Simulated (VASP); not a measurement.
Input of a VASP 6.6.1 run:

Contents of INCAR:

```
  ALGO = Normal
  EDIFF = 1E-7
  ENCUT = 520
  GGA = PS
  ISIF = 2
  ISMEAR = -1
  LASPH = T
  LCHARG = F
  LREAL = F
  LWAVE = F
  NBANDS = 12
  NELM = 60
  PREC = Accurate
  SIGMA = 0.15
```

KPOINTS

```
k-points
0
Gamma
  12 12 12
```

Contents of POSCAR:

```
Ta
1.0
   -1.6175709496      1.6175709496      1.6175709496
    1.6175709496     -1.6175709496      1.6175709496
    1.6175709496      1.6175709496     -1.6175709496
Ta
1
Direct
    0.0000000000      0.0000000000      0.0000000000
```

Potentials or basis: VASP PAW PBE potentials, release 64 (Ta_pv).

The run is started by

```bash
$ cat potpaw_PBE.64/Ta_pv/POTCAR > POTCAR
$ mpirun -np 1 vasp_std > vasp.out
```

Problem. Estimate the pressure.

Solution. 9.8 GPa.

Caveat: the PAW data sets were made with another functional, which shifts forces and pressure a little.
